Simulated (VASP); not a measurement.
Here is a VASP 6.6.1 calculation.

INCAR

```
SYSTEM = Li4Nb4O11
ALGO = Normal ; EDIFF = 1E-6
ENCUT = 520 ; GGA = PE
ISIF = 2 ; ISMEAR = 0
LASPH = .TRUE. ; LCHARG = .FALSE.
LREAL = Auto ; LWAVE = .FALSE.
NBANDS = 80 ; NELECT = 128.0
NELM = 60 ; PREC = Accurate
SIGMA = 0.05
```

The input KPOINTS:

```
k-points
0
G
  4 4 4
  0 0 0
```

File POSCAR:

```
Li4Nb4O11
1.0
    5.2231019317      0.0000000000      0.0000000000
    0.0000000000      3.0155593063     -4.5984613597
    0.0000000000      6.0311186126      4.5984613597
Li Nb O
4 4 11
Direct
    0.0000000000      0.5000000000      0.2500000000
    0.5000000000      0.0000000000      0.7500000000
    0.0000000000      0.5000000000      0.7500000000
    0.5000000000      0.0000000000      0.2500000000
    0.5000000000      0.5000000000      0.5000000000
    0.0000000000      0.0000000000      0.0000000000
    0.0000000000      0.0000000000      0.5000000000
    0.5000000000      0.5000000000      0.0000000000
    0.8803293659      0.0000000000      0.2500000000
    0.3803293659      0.5000000000      0.7500000000
    0.8098353170      0.6901646830      0.9401646830
    0.8098353170      0.3098353170      0.5598353170
    0.3098353170      0.8098353170      0.0598353170
    0.1196706341      0.0000000000      0.7500000000
    0.6196706341      0.5000000000      0.2500000000
    0.6901646830      0.8098353170      0.5598353170
    0.1901646830      0.3098353170      0.0598353170
    0.2377949195      0.7456101443      0.4401646830
    0.6901646830      0.1901646830      0.9401646830
```

Potentials or basis: VASP PAW PBE potentials, release 64 (Li_sv, Nb_sv, O).

Launch:

```sh
$ cat potpaw_PBE.64/Li_sv/POTCAR potpaw_PBE.64/Nb_sv/POTCAR potpaw_PBE.64/O/POTCAR > POTCAR
$ mpirun -np 1 vasp_std > vasp.out
```

Q: Predict the largest force.

A: 4.826 eV/Å.

Forces on the atoms (eV/Å):
```
Li  -0.229 -0.417 -0.668
Li   0.119  0.543  0.564
Li  -0.168  0.564  0.339
Li   0.348 -1.172 -0.106
Nb   3.119  2.834 -2.353
Nb  -0.133 -0.410 -0.074
Nb  -3.953 -0.066  2.510
Nb   0.313 -0.010 -0.128
O    0.638  1.658  0.852
O   -0.179 -2.493 -1.153
O   -0.189  0.091 -0.020
O   -0.159 -0.251 -0.843
O    0.003 -0.006  0.118
O    0.091 -1.331 -1.508
O   -0.669  1.234  1.938
O    0.982 -0.473  0.087
O    0.101  0.342  0.282
O   -0.039 -0.793  0.263
O    0.005  0.157 -0.102
```

Caveat: the cell carries a net charge on a neutralising background, which shifts energy and pressure; the cell differs from its parent crystal (atoms taken out, atom 18 moved 0.125 of the way to it and +0.175 Å across, host rigid).
